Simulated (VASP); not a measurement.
# NaI (P6_3/mmc) in VASP: a series of runs, part 2 of 3

VASP 6.6.1. The steps go on from the part before.

**3. Single point, r2SCAN (38.58 Å³/atom)**

This run uses another cell than the first one, of 38.58 Å³/atom.

Contents of POSCAR:

```
NaI
1.0
    5.3058711410      0.0000000000      0.0000000000
   -2.6529355705      4.5950191973      0.0000000000
    0.0000000000      0.0000000000      6.3302956915
Na I
2 2
Direct
    0.3333333333      0.6666666667      0.2500000000
    0.6666666667      0.3333333333      0.7500000000
    0.6666666667      0.3333333333      0.2500000000
    0.3333333333      0.6666666667      0.7500000000
```

Contents of INCAR.step1:

```
PREC = Accurate
ENCUT = 520
ISMEAR = 0
SIGMA = 0.01
LREAL = F
LASPH = T
NELM = 100
NBANDS = 22
GGA = PE
ALGO = Normal
EDIFF = 1E-4
LWAVE = T
LCHARG = F
```

Contents of INCAR.step2:

```
PREC = Accurate
ENCUT = 520
EDIFF = 1E-7
ISMEAR = 0
SIGMA = 0.01
LREAL = F
LASPH = T
NELM = 100
ALGO = Normal
ISIF = 2
LWAVE = F
LCHARG = T
METAGGA = R2SCAN
LMIXTAU = T
LELF = T
LVHAR = T
NBANDS = 22
ISTART = 1
```

Contents of KPOINTS:

```
regular mesh
0
Gamma
  6 6 4
```

Potentials or basis: VASP PAW PBE potentials, release 64 (Na_pv, I).

Started as:

```console
$ cat potpaw_PBE.64/Na_pv/POTCAR potpaw_PBE.64/I/POTCAR > POTCAR
$ cp INCAR.step1 INCAR
$ mpirun -np 1 vasp_std > vasp.out
$ cp INCAR.step2 INCAR
$ mpirun -np 1 vasp_std > vasp.out
```

OUTCAR:

```text
PREC = Accurate
   ENCUT = 520
   EDIFF = 1E-7
   ISMEAR = 0
   LREAL = F
   LASPH = T
   NELM = 100
   ISIF = 2
   METAGGA = R2SCAN
   ISTART = 1

 ion  position               nearest neighbor table
   1  0.333  0.667  0.250-   3 3.06   3 3.06   3 3.06   4 3.17   4 3.17
   2  0.667  0.333  0.750-   4 3.06   4 3.06   4 3.06   3 3.17   3 3.17
   3  0.667  0.333  0.250-   1 3.06   1 3.06   1 3.06   2 3.17   2 3.17
   4  0.333  0.667  0.750-   2 3.06   2 3.06   2 3.06   1 3.17   1 3.17

  LATTYP: Found a hexagonal cell.
 ALAT       =     5.3058711410
 C/A-ratio  =     1.1930737712

  Lattice vectors:

 A1 = (   5.3058711410,   0.0000000000,   0.0000000000)
 A2 = (  -2.6529355705,   4.5950191973,   0.0000000000)
 A3 = (   0.0000000000,   0.0000000000,   6.3302956915)

Analysis of symmetry for initial positions (statically):
=====================================================================
 Subroutine PRICEL returns:
 Original cell was already a primitive cell.

 Routine SETGRP: Setting up the symmetry group for a
 hexagonal supercell.

 Subroutine GETGRP returns: Found 24 space group operations
 (whereof 12 operations were pure point group operations)
 out of a pool of 24 trial point group operations.

The static configuration has the point symmetry D_3d.
 The point group associated with its full space group is D_6h.

Analysis of symmetry for dynamics (positions and initial velocities):
=====================================================================
 Subroutine PRICEL returns:
 Original cell was already a primitive cell.

 Routine SETGRP: Setting up the symmetry group for a
 hexagonal supercell.

 Subroutine GETGRP returns: Found 24 space group operations
 (whereof 12 operations were pure point group operations)
 out of a pool of 24 trial point group operations.

The dynamic configuration has the point symmetry D_3d.
 The point group associated with its full space group is D_6h.

 Subroutine INISYM returns: Found 24 space group operations
 (whereof 12 operations are pure point group operations),
 and found     1 'primitive' translations

----------------------------------------------------------------------------------------

                                     Primitive cell

  volume of cell :     154.3363

  direct lattice vectors                    reciprocal lattice vectors
     5.305871141  0.000000000  0.000000000     0.188470465  0.108813474  0.000000000
    -2.652935570  4.595019197  0.000000000     0.000000000  0.217626947  0.000000000
     0.000000000  0.000000000  6.330295691     0.000000000  0.000000000  0.157970504

  length of vectors
     5.305871141  5.305871141  6.330295691     0.217626947  0.217626947  0.157970504

  position of ions in fractional coordinates (direct lattice)
     0.333333333  0.666666667  0.250000000
     0.666666667  0.333333333  0.750000000
     0.666666667  0.333333333  0.250000000
     0.333333333  0.666666667  0.750000000

  ion indices of the primitive-cell ions
   primitive index   ion index
                 1           1
                 2           2
                 3           3
                 4           4

----------------------------------------------------------------------------------------

 KPOINTS: regular mesh

Automatic generation of k-mesh.
 Grid dimensions read from file:
 generate k-points for:    6    6    4

 Generating k-lattice:

  Cartesian coordinates                     Fractional coordinates (reciprocal lattice)
     0.031411744  0.018135579  0.000000000     0.166666667  0.000000000  0.000000000
     0.000000000  0.036271158  0.000000000     0.000000000  0.166666667  0.000000000
     0.000000000  0.000000000  0.039492626     0.000000000  0.000000000  0.250000000

  Length of vectors
     0.036271158  0.036271158  0.039492626

  Shift w.r.t. Gamma in fractional coordinates (k-lattice)
     0.000000000  0.000000000  0.000000000

 Subroutine IBZKPT returns following result:
 ===========================================

 Found     21 irreducible k-points:

 Following reciprocal coordinates:
            Coordinates               Weight
  0.000000  0.000000  0.000000      1.000000
  0.166667  0.000000  0.000000      6.000000
  0.333333  0.000000  0.000000      6.000000
  0.500000  0.000000  0.000000      3.000000
  0.166667  0.166667  0.000000      6.000000
  0.333333  0.166667  0.000000     12.000000
[... 13 lines left out ...]
  0.333333  0.166667  0.500000     12.000000
  0.333333  0.333333  0.500000      2.000000
   k-points           NKPTS =     21   k-points in BZ     NKDIM =     21   number of bands    NBANDS=     22
   number of dos      NEDOS =    301   number of ions     NIONS =      4
   total plane-waves  NPLWV =  76800
   dimension x,y,z NGX =    40 NGY =   40 NGZ =   48
   dimension x,y,z NGXF=    80 NGYF=   80 NGZF=   96
   ions per type =               2   2
   NGX,Y,Z   is equivalent  to a cutoff of  12.53, 12.53, 12.61 a.u.
   NGXF,Y,Z  is equivalent  to a cutoff of  25.07, 25.07, 25.21 a.u.
 SYSTEM =  unknown system
   PREC   = accura    normal or accurate (medium, high low for compatibility)
   ISTART =      1    job   : 0-new  1-cont  2-samecut
   ICHARG =      0    charge: 1-file 2-atom 10-const
   ISPIN  =      1    spin polarized calculation?
   LNONCOLLINEAR =      F non collinear calculations
   LSORBIT =      F    spin-orbit coupling
   LASPH  =      T    aspherical Exc in radial PAW
   ENCUT  =  520.0 eV  38.22 Ry    6.18 a.u.   9.87  9.87 11.77*2*pi/ulx,y,z
   NELM   =    100;   NELMIN=  2; NELMDL=  0     # of ELM steps
   EDIFF  = 0.1E-06   stopping-criterion for ELM
   LREAL  =      F    real-space projection
   EDIFFG = 0.1E-05   stopping-criterion for IOM
   NSW    =      0    number of steps for IOM
   IBRION =     -1    ionic relax: 0-MD 1-quasi-New 2-CG
   NFREE  =      0    steps in history (QN), initial steepest desc. (CG)
   ISIF   =      2    stress and relaxation
   ISYM   =      2    0-nonsym 1-usesym 2-fastsym
   POTIM  = 0.5000    time-step for ionic-motion
   TEBEG  =    0.0;   TEEND  =   0.0 temperature during run
   PSTRESS=    0.0 pullay stress
   NELECT =      28.0000    total number of electrons
   NUPDOWN=      -1.0000    fix difference up-down
   EMIN   =  10.00;   EMAX   =-10.00  energy-range for DOS
   EFERMI =   0.00;   METHOD = LEGACY
   ISMEAR =     0;   SIGMA  =   0.01  broadening in eV -4-tet -1-fermi 0-gaus
   EFERMI_NEDOS =   21; number of points for ismear=-14 and -15
   IALGO  =     38    algorithm
   IMIX   =      4    mixing-type and parameters
     AMIX     =   0.40;   BMIX     =  1.00
     AMIX_MAG =   1.60;   BMIX_MAG =  1.00
  volume/ion in A,a.u.               =      38.58       260.38
  Fermi-wavevector in a.u.,A,eV,Ry     =   0.926769  1.751339 11.686055  0.858901
  Thomas-Fermi vector in A             =   2.052767
   LORBIT       =      0    0 simple, 1 ext, 2 COOP (PROOUT), +10 PAW based schemes
   METAGGA = R2SCAN    functional components
   LHFCALC =     F    Hartree Fock is set to
   AEXX    =    0.0000 exact exchange contribution
   IVDW    =     0    specifies the selected vdW correction
   LEPSILON=     F    determine dielectric tensor
   LRPA    =     F    only Hartree local field effects (RPA)
 non-spin polarized calculation
 Gauss-broadening in eV      SIGMA  =   0.01
  energy-cutoff  :      520.00
  volume of cell :      154.34
 maximum number of plane-waves:      4184
 NGX is ok and might be reduce to    40
   NGX = 19   NGY = 19   NGZ = 23

 number of electron      27.9999993 magnetization

 Free energy of the ion-electron system (eV)
  ---------------------------------------------------
  ext. energy  EPLUGINS =         0.00000000
  ---------------------------------------------------
  free energy    TOTEN  =       -61.94114125 eV

  energy without entropy =      -61.94114125  energy(sigma->0) =      -61.94114125

 E-fermi :  -0.1562     XC(G=0):  -7.3647

 val. band max:       -0.2805194620   @ k =   0.0000   0.0000   0.0000
 cond. band min:       3.9985502360   @ k =   0.0000   0.0000   0.0000
 fundamental gap:      4.2790696980
 Fermi energy:        -0.1562146350

 k-point     1 :       0.0000    0.0000    0.0000
  band No.  band energies     occupation
      1     -23.5072      2.00000
      2     -23.5069      2.00000
      3     -23.5053      2.00000
      4     -23.5050      2.00000
      5     -23.5049      2.00000
      6     -23.4999      2.00000
[... 514 lines left out ...]
     21       8.9747      0.00000
     22       8.9747      0.00000

------------------------ aborting loop because EDIFF is reached ----------------------------------------

  FORCE on cell =-STRESS in cart. coord.  units (eV):
  Direction    XX          YY          ZZ          XY          YZ          ZX
  --------------------------------------------------------------------------------------
  -------------------------------------------------------------------------------------
  Total        0.8280839      0.8280839      0.8965074      0.0000000     -0.0000000      0.0000000
  in kB        8.5964061      8.5964061      9.3067159      0.0000000     -0.0000000      0.0000000
  external PRESSURE =       8.8331760 kB  Pullay stress =       0.0000000 kB

 VOLUME and BASIS-vectors are now :
 -----------------------------------------------------------------------------
  energy-cutoff  :      520.00
  volume of cell :      154.34
      direct lattice vectors                 reciprocal lattice vectors
     5.305871141  0.000000000  0.000000000     0.188470465  0.108813474  0.000000000
    -2.652935570  4.595019197  0.000000000     0.000000000  0.217626947  0.000000000
     0.000000000  0.000000000  6.330295691     0.000000000  0.000000000  0.157970504

 POSITION                                       TOTAL-FORCE (eV/Angst)
 -----------------------------------------------------------------------------------
     -0.00000      3.06335      1.58257         0.000000     -0.000000      0.000000
      2.65294      1.53167      4.74772        -0.000000      0.000000      0.000000
      2.65294      1.53167      1.58257        -0.000000     -0.000000     -0.000000
     -0.00000      3.06335      4.74772        -0.000000      0.000000     -0.000000
 -----------------------------------------------------------------------------------
    total drift:                               -0.000000      0.000000      0.000000

  FREE ENERGIE OF THE ION-ELECTRON SYSTEM (eV)
  ---------------------------------------------------
  free  energy   TOTEN  =       -61.9411412525 eV

  energy  without entropy=      -61.9411412525  energy(sigma->0) =      -61.94114125
```

It took 7 min on 1 thread of Intel Xeon 8259CL, shared host; peak memory 0.32 GiB.

Results:

* Free energy: -61.9411 eV
* Pressure: 0.9 GPa
* Band gap on the k mesh: 4.28 eV

Caveat: the PAW data sets were made with another functional, which shifts forces and pressure a little; spin-orbit coupling is left out, which moves the levels of the heavy elements.

**4. Single point, r2SCAN (39.82 Å³/atom)**

This run uses another cell than the first one, of 39.82 Å³/atom.

Contents of POSCAR:

```
NaI
1.0
    5.3617265208      0.0000000000      0.0000000000
   -2.6808632604      4.6433913751      0.0000000000
    0.0000000000      0.0000000000      6.3969352801
Na I
2 2
Direct
    0.3333333333      0.6666666667      0.2500000000
    0.6666666667      0.3333333333      0.7500000000
    0.6666666667      0.3333333333      0.2500000000
    0.3333333333      0.6666666667      0.7500000000
```

Contents of INCAR.step1:

```
ALGO = Normal
EDIFF = 1E-4
ENCUT = 520
GGA = PE
ISMEAR = 0
LASPH = T
LCHARG = F
LREAL = F
LWAVE = T
NBANDS = 22
NELM = 80
PREC = Accurate
SIGMA = 0.01
```

Contents of INCAR.step2:

```
ALGO = Normal
EDIFF = 1E-7
ENCUT = 520
ISIF = 2
ISMEAR = 0
ISTART = 1
LASPH = T
LCHARG = T
LELF = T
LMIXTAU = T
LREAL = F
LVHAR = T
LWAVE = F
METAGGA = R2SCAN
NBANDS = 22
NELM = 80
PREC = Accurate
SIGMA = 0.01
```

Contents of KPOINTS:

```
k-points
0
Gamma
  6 6 4
```

Started as:

```console
$ cat potpaw_PBE.64/Na_pv/POTCAR potpaw_PBE.64/I/POTCAR > POTCAR
$ cp INCAR.step1 INCAR
$ mpirun -np 1 vasp_std > vasp.out
$ cp INCAR.step2 INCAR
$ mpirun -np 1 vasp_std > vasp.out
```

Run time: 8.7 min. Hardware: 1 thread of Intel Xeon 8259CL, shared host; peak memory 0.32 GiB.

The run converged. Its results:

| Quantity | Value |
| --- | --- |
| Free energy | -61.9600 eV |
| Pressure | 0.4 GPa |
| Band gap on the k mesh | 4.23 eV |

Levels at points of the mesh, in eV from the valence-band top:
| k point | band 11 | band 12 | band 13 | band 14 | band 15 | band 16 | band 17 | band 18 |
| --- | --- | --- | --- | --- | --- | --- | --- | --- |
| (0.00, 0.00, 0.00) | -0.99 | -0.41 | -0.41 | 0.00 | 4.23 | 5.43 | 7.39 | 7.39 |
| (0.50, 0.00, 0.00) | -1.25 | -1.01 | -0.68 | -0.33 | 5.54 | 6.28 | 6.96 | 7.45 |
| (0.00, 0.00, 0.50) | -0.72 | -0.72 | -0.72 | -0.72 | 5.73 | 5.73 | 7.24 | 7.24 |
| (0.50, 0.00, 0.50) | -0.85 | -0.85 | -0.32 | -0.32 | 5.87 | 5.87 | 7.78 | 7.78 |

Caveat: the PAW data sets were made with another functional, which shifts forces and pressure a little; spin-orbit coupling is left out, which moves the levels of the heavy elements.

(Continued in part 3 of 3.)
